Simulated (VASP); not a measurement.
## AlGa3N2: single point with PBE

AlGa3N2:

```
CELL_PARAMETERS angstrom
3.15991 0.00000 0.00000
0.00000 3.15991 0.00000
0.00000 0.00000 10.56297
ATOMIC_POSITIONS crystal
Al 0.50000 0.50000 0.50000
Ga 0.00000 0.00000 0.00000
Ga 0.00000 0.00000 0.71455
Ga 0.00000 0.00000 0.28545
N 0.50000 0.50000 0.84736
N 0.50000 0.50000 0.15264
```

The cell was built from a structure type or drawn by symmetry, and may not be a known phase.

- Program: VASP 6.6.1
- Task: single point
- Functional: PBE
- Potentials or basis: VASP PAW PBE potentials, release 64 (Al, Ga_d, N)
- Cutoff: 520 eV
- k mesh: 6 × 6 × 2
- Occupations: gaussian, width 0.1 eV
- Spin: collinear spin, ferromagnetic start
- Starting moments: [0.0, 0.0, 0.0, 0.0, 1.0, 1.0] μB
- Dipole correction: no
- Further INCAR settings: ALGO = Normal; EDIFF = 1e-06; NBANDS = 39

The pressure is -15.5 GPa, the largest force is 1.085 eV/Å and the net moment is 0.57 μB per cell. The site moments are Al -0.00; Ga -0.01; N +0.24 μB and the valence electrons inside the program's atomic spheres are Al 0.71; Ga 11.26, 11.35 (each value once); N 3.38.

Forces on the atoms (eV/Å):
```
Al   0.000  0.000  0.000
Ga   0.000  0.000  0.000
Ga   0.000  0.000  1.085
Ga   0.000  0.000 -1.085
N    0.000  0.000 -0.543
N    0.000  0.000  0.543
```

Stress tensor (GPa, compression positive):
```
-15.58   0.00   0.00
  0.00 -15.58   0.00
  0.00   0.00 -15.37
```

Levels at points of the mesh, in eV from the Fermi level:
Spin up:
```tsv
k point	band 24	band 25	band 26	band 27	band 28	band 29	band 30	band 31
(0.00, 0.00, 0.00)	-0.79	-0.49	-0.49	0.61	1.77	5.16	5.49	5.49
(0.50, 0.00, 0.00)	-1.84	-1.03	-0.15	-0.04	0.85	2.13	2.15	4.68
(0.50, 0.50, 0.00)	-1.59	-1.23	-0.81	-0.81	-0.55	-0.30	1.98	1.98
(0.00, 0.00, 0.50)	-0.49	-0.49	-0.45	-0.09	3.13	3.21	5.52	5.52
(0.50, 0.00, 0.50)	-1.13	-0.44	-0.15	-0.04	0.54	1.34	3.69	3.74
(0.50, 0.50, 0.50)	-1.41	-1.09	-0.67	-0.56	-0.56	0.12	1.21	1.21
```
Spin down:
```tsv
k point	band 23	band 24	band 25	band 26	band 27	band 28
(0.00, 0.00, 0.00)	-0.26	-0.26	0.08	0.08	0.63	1.90
(0.50, 0.00, 0.00)	-2.49	-1.68	-1.00	0.46	0.57	0.98
(0.50, 0.50, 0.00)	-2.09	-1.47	-1.26	-0.80	-0.80	-0.36
(0.00, 0.00, 0.50)	-0.25	-0.25	0.04	0.07	0.07	3.15
(0.50, 0.00, 0.50)	-3.36	-0.99	-0.39	0.46	0.57	0.79
(0.50, 0.50, 0.50)	-2.48	-1.23	-1.03	-0.69	-0.47	-0.47
```

Run time: 3 min on 1 thread of Intel Xeon 8259CL, with other jobs on the host, peak memory 0.31 GiB.

Caveat: the cell stands under tension; forces of over 1 eV/Å act on the atoms, so gaps and moduli don't describe the material at rest.
